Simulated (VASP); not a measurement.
# Cd (Fd-3m) in VASP: a series of runs, part 2 of 2

VASP 6.6.1.

### Step 3. Single point, revPBE (volume scaled by 1.08)

The input, INCAR:

```
SYSTEM = Cd
PREC     = Accurate       ! precision mode
ENCUT    = 520            ! plane-wave cutoff, eV
EDIFF    = 1E-6           ! SCF threshold, eV
ISMEAR   = -1             ! smearing method
SIGMA    = 0.1            ! smearing width, eV
LREAL    = .FALSE.        ! projectors in reciprocal space
LASPH    = .TRUE.         ! aspherical terms in the spheres
NELM     = 60             ! most SCF steps
ALGO     = Normal         ! electronic algorithm
ISIF     = 2              ! what is computed and relaxed
LWAVE    = .FALSE.        ! write WAVECAR
LCHARG   = .TRUE.         ! write CHGCAR
GGA      = RE             ! functional
LELF     = .TRUE.         ! ELF
LVHAR    = .TRUE.       
NBANDS   = 19             ! bands
```

The input, KPOINTS:

```
Automatic mesh
0
G
  9 9 9
  0 0 0
```

The input, POSCAR:

```
Cd
1.0
    0.0000000000      3.5244092951      3.5244092951
    3.5244092951      0.0000000000      3.5244092951
    3.5244092951      3.5244092951      0.0000000000
Cd
2
Direct
    0.1250000000      0.1250000000      0.1250000000
    0.8750000000      0.8750000000      0.8750000000
```

Potentials or basis: VASP PAW PBE potentials, release 64 (Cd).

Run with:

```bash
> cat potpaw_PBE.64/Cd/POTCAR > POTCAR
> mpirun -np 1 vasp_std > vasp.out
```

OUTCAR:

```text
SYSTEM = Cd
   PREC = Accurate
   ENCUT = 520
   EDIFF = 1E-6
   ISMEAR = -1
   LREAL = .FALSE.
   LASPH = .TRUE.
   NELM = 60
   ISIF = 2
   GGA = RE

 ion  position               nearest neighbor table
   1  0.125  0.125  0.125-   2 3.05   2 3.05   2 3.05   2 3.05
   2  0.875  0.875  0.875-   1 3.05   1 3.05   1 3.05   1 3.05

  LATTYP: Found a face centered cubic cell.
 ALAT       =     7.0488185902

  Lattice vectors:

 A1 = (   0.0000000000,   3.5244092951,   3.5244092951)
 A2 = (   3.5244092951,   0.0000000000,   3.5244092951)
 A3 = (   3.5244092951,   3.5244092951,   0.0000000000)

Analysis of symmetry for initial positions (statically):
=====================================================================
 Subroutine PRICEL returns:
 Original cell was already a primitive cell.

 Routine SETGRP: Setting up the symmetry group for a
 face centered cubic supercell.

 Subroutine GETGRP returns: Found 48 space group operations
 (whereof 12 operations were pure point group operations)
 out of a pool of 48 trial point group operations.

[... 154 lines left out ...]
 number of electron      24.0000007 magnetization

 Free energy of the ion-electron system (eV)
  ---------------------------------------------------
  ext. energy  EPLUGINS =         0.00000000
  ---------------------------------------------------
  free energy    TOTEN  =        -0.33278291 eV

  energy without entropy =       -0.28952765  energy(sigma->0) =       -0.31115528

 E-fermi :  -0.1654     XC(G=0):  -7.2441

 val. band max:       -0.1980070230   @ k =  -0.3333   0.3333   0.1111
 cond. band min:      -0.1530700541   @ k =  -0.3333   0.4444   0.1111
 fundamental gap:      0.0449369689
 Fermi energy:        -0.1654454999

 k-point     1 :       0.0000    0.0000    0.0000
  band No.  band energies     occupation
      1      -9.1887      2.00000
      2      -9.1887      2.00000
      3      -9.1887      2.00000
      4      -9.1484      2.00000
      5      -9.1484      2.00000
      6      -8.6909      2.00000
[... 505 lines left out ...]
      6      -8.8255      2.00000
[... 11 lines left out ...]
     18       9.5714      0.00000
     19      10.2685      0.00000

 [... further k-points ...]
[... 5 lines left out ...]
  --------------------------------------------------------------------------------------
  -------------------------------------------------------------------------------------
  Total       -0.2237251     -0.2237251     -0.2237251     -0.0000000      0.0000000      0.0000000
  in kB       -4.0938913     -4.0938913     -4.0938913     -0.0000000      0.0000000      0.0000000
  external PRESSURE =      -4.0938913 kB  Pullay stress =       0.0000000 kB

 VOLUME and BASIS-vectors are now :
 -----------------------------------------------------------------------------
  energy-cutoff  :      520.00
  volume of cell :       87.56
      direct lattice vectors                 reciprocal lattice vectors
     0.000000000  3.524409295  3.524409295    -0.141867745  0.141867745  0.141867745
     3.524409295  0.000000000  3.524409295     0.141867745 -0.141867745  0.141867745
     3.524409295  3.524409295  0.000000000     0.141867745  0.141867745 -0.141867745

 POSITION                                       TOTAL-FORCE (eV/Angst)
 -----------------------------------------------------------------------------------
      0.88110      0.88110      0.88110         0.000000      0.000000      0.000000
      6.16772      6.16772      6.16772        -0.000000     -0.000000     -0.000000
 -----------------------------------------------------------------------------------
    total drift:                                0.000000      0.000000     -0.000000

  FREE ENERGIE OF THE ION-ELECTRON SYSTEM (eV)
  ---------------------------------------------------
  free  energy   TOTEN  =        -0.3327829065 eV

  energy  without entropy=       -0.2895276486  energy(sigma->0) =       -0.31115528
```

OSZICAR:

```text
N       E                     dE             d eps       ncg     rms          rms(c)
DAV:   1     0.152135348984E+03    0.15214E+03   -0.11700E+04  1330   0.112E+03
DAV:   2     0.385775073883E+01   -0.14828E+03   -0.14469E+03  1381   0.294E+02
DAV:   3    -0.329428022961E+00   -0.41872E+01   -0.41782E+01  1509   0.551E+01
DAV:   4    -0.339932558816E+00   -0.10505E-01   -0.10504E-01  1435   0.287E+00
DAV:   5    -0.340005195798E+00   -0.72637E-04   -0.72637E-04  1476   0.200E-01    0.155E+00
DAV:   6    -0.328341435590E+00    0.11664E-01   -0.54775E-02  1426   0.218E+00    0.137E+00
DAV:   7    -0.331065572674E+00   -0.27241E-02   -0.81343E-03  1390   0.656E-01    0.696E-01
DAV:   8    -0.332618174302E+00   -0.15526E-02   -0.20908E-03  1393   0.397E-01    0.407E-02
DAV:   9    -0.332761935604E+00   -0.14376E-03   -0.14668E-04  1401   0.692E-02    0.165E-02
DAV:  10    -0.332779443311E+00   -0.17508E-04   -0.25295E-05  1433   0.267E-02    0.301E-03
DAV:  11    -0.332782650798E+00   -0.32075E-05   -0.11863E-05  1109   0.133E-02    0.236E-03
DAV:  12    -0.332782906502E+00   -0.25570E-06   -0.18118E-07   933   0.320E-03
   1 F= -.33278291E+00 E0= -.31115528E+00  d E =-.432553E-01
```

stdout:

```text
POSCAR found type information on POSCAR Cd
 POSCAR found :  1 types and       2 ions
 scaLAPACK will be used
 -----------------------------------------------------------------------------
|                                                                             |
|                                                                             |
|     You enforced a specific xc type in the INCAR file but a different       |
|     I HOPE YOU KNOW WHAT YOU ARE DOING!                                     |
|                                                                             |
 -----------------------------------------------------------------------------

 LDA part: xc-table for (Slater+PW92), standard interpolation
 POSCAR, INCAR and KPOINTS ok, starting setup
 FFT: planning ... GRIDC
 FFT: planning ... GRID_SOFT
 FFT: planning ... GRID
 WAVECAR not read
 entering main loop
```

Run time: 50 s. Hardware: 1 thread of Intel Xeon Platinum 8175M at 2.50GHz (Skylake/Cascade Lake), shared host; peak memory 0.25 GiB.

What came out:

| Item | Value |
| --- | --- |
| Free energy | -0.3328 eV |
| Pressure | -0.4 GPa |
| Band gap on the k mesh | zero (band 12 reaches 3.26 eV, above the bottom of band 13 at -0.39 eV) |

Caveat: the cell differs from its parent crystal (volume scaled by 1.08); the PAW data sets were made with another functional, which shifts forces and pressure a little.

### Step 4. Single point, revPBE (volume scaled by 1.12)

The input, INCAR:

```
SYSTEM = Cd
ALGO = Normal
EDIFF = 1E-6
ENCUT = 520
GGA = RE
ISIF = 2
ISMEAR = -1
LASPH = .TRUE.
LCHARG = .FALSE.
LREAL = .FALSE.
LWAVE = .FALSE.
NBANDS = 19
NELM = 80
PREC = Accurate
SIGMA = 0.1
```

The input, KPOINTS:

```
k-points
0
G
  9 9 9
  0 0 0
```

The input, POSCAR:

```
Cd
1.0
    0.0000000000      3.5673941326      3.5673941326
    3.5673941326      0.0000000000      3.5673941326
    3.5673941326      3.5673941326      0.0000000000
Cd
2
Direct
    0.1250000000      0.1250000000      0.1250000000
    0.8750000000      0.8750000000      0.8750000000
```

Run with:

```bash
> cat potpaw_PBE.64/Cd/POTCAR > POTCAR
> mpirun -np 1 vasp_std > vasp.out
```

Run time: 47 s. Hardware: 1 thread of Intel Xeon Platinum 8175M at 2.50GHz (Skylake/Cascade Lake), shared host; peak memory 0.25 GiB.

It converged, with:

```yaml
Free_energy: -0.3229 eV
Pressure: -0.6 GPa
Band_gap_on_the_k_mesh: zero (band 12 reaches 2.89 eV, above the bottom of band 13 at -0.43 eV)
```

Levels at points of the mesh, in eV from the Fermi level:
```csv
k point,band 8,band 9,band 10,band 11,band 12,band 13,band 14,band 15,band 16,band 17
"(0.00, 0.00, 0.00)",-8.54,-8.46,-8.46,-5.67,3.13,3.46,3.46,3.46,4.72,4.72
```

Caveat: the cell differs from its parent crystal (volume scaled by 1.12); the PAW data sets were made with another functional, which shifts forces and pressure a little.

### Step 5. Relaxation of cell and atoms, revPBE

This run uses another cell than the first one, of 29.14 Å³/atom, 0.691 times its volume.

The input, INCAR:

```
SYSTEM = Cd
PREC     = Accurate       ! precision mode
ENCUT    = 600            ! plane-wave cutoff, eV
EDIFF    = 1E-6           ! SCF threshold, eV
ISMEAR   = -1             ! smearing method
SIGMA    = 0.1            ! smearing width, eV
LREAL    = .False.        ! projectors in reciprocal space
LASPH    = .True.         ! aspherical terms in the spheres
NELM     = 100            ! most SCF steps
ALGO     = Normal         ! electronic algorithm
ISIF     = 3              ! what is computed and relaxed
LWAVE    = .False.        ! write WAVECAR
LCHARG   = .False.        ! write CHGCAR
GGA      = RE             ! functional
IBRION   = 2              ! ionic algorithm
NSW      = 80             ! ionic steps
EDIFFG   = -0.01          ! ionic threshold
```

The input, KPOINTS:

```
regular mesh
0
Gamma
  9 9 9
  0 0 0
```

The input, POSCAR:

```
Cd
1.0
    0.0000000000      3.0772608027      3.0772608027
    3.0772608027      0.0000000000      3.0772608027
    3.0772608027      3.0772608027      0.0000000000
Cd
2
Direct
    0.1250000000      0.1250000000      0.1250000000
    0.8750000000      0.8750000000      0.8750000000
```

Run with:

```bash
> cat potpaw_PBE.64/Cd/POTCAR > POTCAR
> mpirun -np 1 vasp_std > vasp.out
```

It took 2.7 min on 1 thread of Intel Xeon Platinum 8175M at 2.50GHz (Skylake/Cascade Lake), shared host; peak memory 0.22 GiB.

Results (log left out):

```yaml
Free_energy: -0.3353 eV
Relaxed_volume: 40.79 Å³/atom
Relaxed_cell: a = 4.868 Å, b = 4.868 Å, c = 4.868 Å, α = 60.00°, β = 60.00°, γ = 60.00°
Space_group_after_relaxing_to_0.05_Å: Fd-3m (No. 227)
Energy_gained_by_relaxing: 230.4 meV/atom
Ionic_steps: 6
Pressure_after_relaxing: 0.0 GPa
Band_gap_on_the_k_mesh: zero (band 12 reaches 3.86 eV, above the bottom of band 13 at -0.29 eV)
```

The path:
```csv
step,energy change (eV),largest force (eV/Å),pressure (GPa),volume (Å³)
1,0.0000,0.0000,9.50,58.28
2,-0.4339,0.0000,1.25,74.10
3,-0.4536,0.0000,0.59,77.58
4,-0.4576,0.0000,-0.32,84.87
5,-0.4608,0.0000,-0.04,82.10
6,-0.4608,0.0000,0.03,81.57
```

Final structure:
```
CELL_PARAMETERS angstrom
0.00000 3.44219 3.44219
3.44219 0.00000 3.44219
3.44219 3.44219 0.00000
ATOMIC_POSITIONS crystal
Cd 0.12500 0.12500 0.12500
Cd 0.87500 0.87500 0.87500
```

Levels at points of the mesh, in eV from the Fermi level:
```
           k point  band 9  band 10  band 11  band 12  band 13  band 14  band 15  band 16
(0.00, 0.00, 0.00)   -8.40    -8.40    -6.00     3.86     3.86     3.86     4.02     5.11
```

Caveat: the volume moved by over 15 % at a fixed basis, so the end points are rough; the PAW data sets were made with another functional, which shifts forces and pressure a little.

### Step 6. Single point, revPBE

This run uses another cell than the first one, of 40.54 Å³/atom, 0.962 times its volume.

The input, INCAR:

```
SYSTEM = Cd
  PREC = Accurate
  ENCUT = 520
  EDIFF = 1E-6
  ISMEAR = -1
  SIGMA = 0.1
  LREAL = .False.
  LASPH = .True.
  NELM = 100
  ALGO = Normal
  ISIF = 2
  LWAVE = .False.
  LCHARG = .True.
  GGA = RE
  LELF = .True.
  LVHAR = .True.
  NBANDS = 19
```

The input, KPOINTS:

```
regular mesh
0
Gamma
  13 13 13
  0 0 0
```

The input, POSCAR:

```
Cd
1.0
    0.0000000000      3.4351450985      3.4351450985
    3.4351450985      0.0000000000      3.4351450985
    3.4351450985      3.4351450985      0.0000000000
Cd
2
Direct
    0.1250000000      0.1250000000      0.1250000000
    0.8750000000      0.8750000000      0.8750000000
```

Potentials or basis: VASP PAW PBE potentials, release 64 (Cd).

Run with:

```bash
> cat potpaw_PBE.64/Cd/POTCAR > POTCAR
> mpirun -np 1 vasp_std > vasp.out
```

It took 85 s on 1 thread of Intel Xeon Platinum 8175M at 2.50GHz (Skylake/Cascade Lake), shared host; peak memory 0.26 GiB.

Results (log left out):

| Item | Value |
| --- | --- |
| Free energy | -0.3419 eV |
| Pressure | 0.1 GPa |
| Band gap on the k mesh | zero (band 12 reaches 3.90 eV, above the bottom of band 13 at -0.25 eV) |

Levels at points of the mesh, in eV from the Fermi level:
```tsv
k point	band 8	band 9	band 10	band 11	band 12	band 13	band 14	band 15	band 16	band 17
(0.00, 0.00, 0.00)	-8.51	-8.41	-8.41	-6.03	3.88	3.88	3.88	4.06	5.13	5.13
```

Caveat: the PAW data sets were made with another functional, which shifts forces and pressure a little.

### Step 7. Summary

```tsv
task	cell	k mesh	cutoff (eV)	gap on the mesh (eV)	pressure (GPa)
single point	a = 4.922 Å, angles 60.0°, 2 atoms	9 × 9 × 9	520	none	-0.2
single point	a = 4.984 Å, angles 60.0°, 2 atoms	9 × 9 × 9	520	none	-0.4
single point	a = 5.045 Å, angles 60.0°, 2 atoms	9 × 9 × 9	520	none	-0.6
relaxation of cell and atoms	relaxed from a = 4.352 Å, angles 60.0°, 2 atoms	9 × 9 × 9	600	none	0.0
single point	a = 4.858 Å, angles 60.0°, 2 atoms	13 × 13 × 13	520	none	0.1
```

Alike in all rows: level revPBE; potentials or basis VASP PAW PBE potentials, release 64 (Cd); no spin polarisation; smearing fermi-dirac 0.1 eV.

Caveats: the PAW data sets were made with another functional, which shifts forces and pressure a little; the volume moved by over 15 % at a fixed basis, so the end points are rough (some runs).

Total energies depend on the potentials used, so only differences within one code and one set of settings carry meaning.
